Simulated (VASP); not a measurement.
A run of VASP 6.6.1 is set up as follows.

INCAR

```
SYSTEM = Sn
PREC = Accurate ; ENCUT = 520
EDIFF = 1E-6 ; ISMEAR = -1
SIGMA = 0.06122561905347299 ; LREAL = .False.
LASPH = .True. ; NELM = 80
ALGO = Normal ; ISIF = 2
LWAVE = .False. ; LCHARG = .False.
GGA = PE ; NBANDS = 13
```

KPOINTS

```
regular mesh
0
Gamma
  13 13 13
  0 0 0
```

POSCAR

```
Sn
1.0
    0.0000000000      2.4552917801      2.4552917801
    2.4552917801      0.0000000000      2.4552917801
    2.4552917801      2.4552917801      0.0000000000
Sn
1
Direct
    0.0000000000      0.0000000000      0.0000000000
```

Potentials or basis: VASP PAW PBE potentials, release 64 (Sn_d).

The run is started by

```sh
$ cat potpaw_PBE.64/Sn_d/POTCAR > POTCAR
$ mpirun -np 1 vasp_std > vasp.out
```

Problem. What does it give for the band gap on the k mesh?

Solution. Zero (band 7 reaches 14.16 eV, above the bottom of band 8 at 5.38 eV).

Problem. Estimate the pressure.

Solution. -2.3 GPa.

Caveat: spin-orbit coupling is left out, which moves the levels of the heavy elements.
